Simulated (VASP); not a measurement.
# Y (I4/mmm) in VASP: a series of runs, part 2 of 2

VASP 6.6.1. The steps go on from the part before.

### Step 4. Single point, r2SCAN (strain +0.080 along x and y, -0.040 along z)

The input, POSCAR:

```
Y
1.0
    0.0000000000      2.6838000000      2.3856000000
    2.6838000000      0.0000000000      2.3856000000
    2.6838000000      2.6838000000      0.0000000000
Y
1
Direct
    0.0000000000      0.0000000000      0.0000000000
```

The input, INCAR.step1:

```
ALGO = Normal
EDIFF = 1E-4
ENCUT = 520
GGA = PE
ISMEAR = 0
LASPH = True
LCHARG = False
LREAL = False
LWAVE = True
NBANDS = 12
NELM = 100
PREC = Accurate
SIGMA = 0.15
```

The input, INCAR.step2:

```
ALGO = Normal
EDIFF = 1E-6
ENCUT = 520
ISIF = 2
ISMEAR = 0
ISTART = 1
LASPH = True
LCHARG = False
LMIXTAU = True
LREAL = False
LWAVE = False
METAGGA = R2SCAN
NBANDS = 12
NELM = 100
PREC = Accurate
SIGMA = 0.15
```

The input, KPOINTS:

```
k-points
0
Gamma
  16 16 16
```

Potentials or basis: VASP PAW PBE potentials, release 64 (Y_sv).

The run is started by

```bash
cat potpaw_PBE.64/Y_sv/POTCAR > POTCAR
cp INCAR.step1 INCAR
mpirun -np 1 vasp_std > vasp.out
cp INCAR.step2 INCAR
mpirun -np 1 vasp_std > vasp.out
```

OUTCAR:

```text
EDIFF = 1E-6
   ENCUT = 520
   ISIF = 2
   ISMEAR = 0
   ISTART = 1
   LASPH = True
   LREAL = False
   METAGGA = R2SCAN
   NELM = 100
   PREC = Accurate

 ion  position               nearest neighbor table
   1  0.000  0.000  0.000-

  LATTYP: Found a body centered tetragonal cell.
 ALAT       =     3.7954663587
 C/A-ratio  =     1.2570787221

  Lattice vectors:

 A1 = (   0.0000000000,  -2.6838000000,  -2.3856000000)
 A2 = (   0.0000000000,   2.6838000000,  -2.3856000000)
[... 530 lines left out ...]
      3     -20.5610      2.00000
      4     -20.5392      2.00000
      5      -1.7993      2.00000
      6       4.4775      0.00000
      7       4.7867      0.00000
      8       5.5156      0.00000
      9       6.0308      0.00000
     10       7.1283      0.00000
     11      12.7313      0.00000
     12      14.3722      0.00000

 [... further k-points ...]
[... 5 lines left out ...]
  --------------------------------------------------------------------------------------
  -------------------------------------------------------------------------------------
  Total       -0.3393347     -0.3393347     -0.0271612      0.0000000     -0.0000000      0.0000000
  in kB      -15.8201623    -15.8201623     -1.2662854      0.0000000     -0.0000000      0.0000000
  external PRESSURE =     -10.9688700 kB  Pullay stress =       0.0000000 kB

 VOLUME and BASIS-vectors are now :
 -----------------------------------------------------------------------------
  energy-cutoff  :      520.00
  volume of cell :       34.37
      direct lattice vectors                 reciprocal lattice vectors
     0.000000000  2.683800000  2.385600000    -0.186303003  0.186303003  0.209590879
     2.683800000  0.000000000  2.385600000     0.186303003 -0.186303003  0.209590879
     2.683800000  2.683800000  0.000000000     0.186303003  0.186303003 -0.209590879

 POSITION                                       TOTAL-FORCE (eV/Angst)
 -----------------------------------------------------------------------------------
      0.00000      0.00000      0.00000         0.000000      0.000000      0.000000
 -----------------------------------------------------------------------------------
    total drift:                               -0.000000     -0.000000     -0.000000

  FREE ENERGIE OF THE ION-ELECTRON SYSTEM (eV)
  ---------------------------------------------------
  free  energy   TOTEN  =       -20.2138234461 eV

  energy  without entropy=      -20.1922438533  energy(sigma->0) =      -20.20303365
```

OSZICAR.step1:

```text
N       E                     dE             d eps       ncg     rms          rms(c)
DAV:   1     0.235766996474E+02    0.23577E+02   -0.55648E+03  8384   0.826E+02
DAV:   2    -0.527054071706E+01   -0.28847E+02   -0.28043E+02 10256   0.161E+02
DAV:   3    -0.656369853754E+01   -0.12932E+01   -0.12719E+01 12132   0.215E+01
DAV:   4    -0.659640575145E+01   -0.32707E-01   -0.32682E-01  9600   0.326E+00
DAV:   5    -0.659703258108E+01   -0.62683E-03   -0.62680E-03 11004   0.352E-01    0.219E+01
DAV:   6    -0.641925113141E+01    0.17778E+00   -0.20395E-01  9088   0.299E+00    0.133E+01
DAV:   7    -0.638445491756E+01    0.34796E-01   -0.29326E-01 10040   0.357E+00    0.112E+00
DAV:   8    -0.638101917799E+01    0.34357E-02   -0.38371E-02  9800   0.147E+00    0.206E-01
DAV:   9    -0.638088514399E+01    0.13403E-03   -0.70265E-04 10312   0.222E-01    0.124E-01
DAV:  10    -0.638080350931E+01    0.81635E-04   -0.32790E-04  9128   0.146E-01
   1 F= -.63808035E+01 E0= -.63702498E+01  d E =-.211073E-01
```

Wall time 3.9 min (1 thread of Intel Xeon 6975P-C (Granite Rapids), shared host); peak memory 0.3 GiB.

What came out:

| Quantity | Value |
| --- | --- |
| Free energy | -20.2138 eV |
| Pressure | -1.1 GPa |
| Band gap on the k mesh | zero (an odd number of electrons rules out a gap without spin polarisation) |

Caveat: the cell differs from its parent crystal (strain +0.080 along x and y, -0.040 along z); the PAW data sets were made with another functional, which shifts forces and pressure a little.

### Step 5. Single point, r2SCAN (strain +0.080 along x and y, +0.000 along z)

The input, POSCAR:

```
Y
1.0
    0.0000000000      2.6838000000      2.4850000000
    2.6838000000      0.0000000000      2.4850000000
    2.6838000000      2.6838000000      0.0000000000
Y
1
Direct
    0.0000000000      0.0000000000      0.0000000000
```

The input, INCAR.step1:

```
ALGO = Normal ; EDIFF = 1E-4
ENCUT = 520 ; GGA = PE
ISMEAR = 0 ; LASPH = T
LCHARG = F ; LREAL = F
LWAVE = T ; NBANDS = 12
NELM = 100 ; PREC = Accurate
SIGMA = 0.15
```

The input, INCAR.step2:

```
ALGO = Normal ; EDIFF = 1E-7
ENCUT = 520 ; ISIF = 2
ISMEAR = 0 ; ISTART = 1
LASPH = T ; LCHARG = F
LMIXTAU = T ; LREAL = F
LWAVE = F ; METAGGA = R2SCAN
NBANDS = 12 ; NELM = 100
PREC = Accurate ; SIGMA = 0.15
```

KPOINTS is that of step 4.

The run is started by

```bash
cat potpaw_PBE.64/Y_sv/POTCAR > POTCAR
cp INCAR.step1 INCAR
mpirun -np 1 vasp_std > vasp.out
cp INCAR.step2 INCAR
mpirun -np 1 vasp_std > vasp.out
```

It took 4.4 min on 1 thread of Intel Xeon 6975P-C (Granite Rapids), shared host; peak memory 0.31 GiB.

It converged, with:

```yaml
Free_energy: -20.2054 eV
Pressure: -2.4 GPa
Band_gap_on_the_k_mesh: zero (an odd number of electrons rules out a gap without spin polarisation)
```

Stress tensor (GPa, compression positive):
```
-2.75  0.00  0.00
 0.00 -2.75  0.00
 0.00  0.00 -1.67
```

Levels at points of the mesh, in eV from the Fermi level:
```
           k point  band 2  band 3  band 4  band 5  band 6  band 7  band 8  band 9
(0.00, 0.00, 0.00)  -23.55  -23.54  -23.54   -4.85    1.79    1.79    2.30    3.44
(0.50, 0.00, 0.00)  -23.97  -23.62  -23.58   -1.88    0.21    1.46    2.13    4.92
(0.50, 0.50, 0.00)  -23.95  -23.73  -23.73   -1.52   -0.83    2.32    5.14    5.48
(0.50, 0.00, 0.50)  -23.94  -23.71  -23.64   -1.62   -0.55    1.33    5.07    5.20
```

Caveat: the cell differs from its parent crystal (strain +0.080 along x and y, +0.000 along z); the PAW data sets were made with another functional, which shifts forces and pressure a little.

### Step 6. Overview

| cell | gap on the mesh (eV) | pressure (GPa) |
| --- | --- | --- |
| a = 3.658, b = 3.658, c = 3.514 Å, angles 61.3, 61.3, 57.4°, 1 atom | none | 0.1 |
| a = 3.585, b = 3.585, c = 3.655 Å, angles 59.4, 59.4, 61.3°, 1 atom | none | 0.1 |
| a = 3.591, b = 3.591, c = 3.795 Å, angles 58.1, 58.1, 63.8°, 1 atom | none | -1.1 |
| a = 3.658, b = 3.658, c = 3.795 Å, angles 58.7, 58.7, 62.5°, 1 atom | none | -2.4 |

Alike in all rows: task single point; level r2SCAN; potentials or basis VASP PAW PBE potentials, release 64 (Y_sv); no spin polarisation; k mesh 16 × 16 × 16; cutoff (eV) 520; smearing gaussian 0.15 eV.

Caveats: the PAW data sets were made with another functional, which shifts forces and pressure a little.

Absolute energies hang on the potentials; compare differences alone.
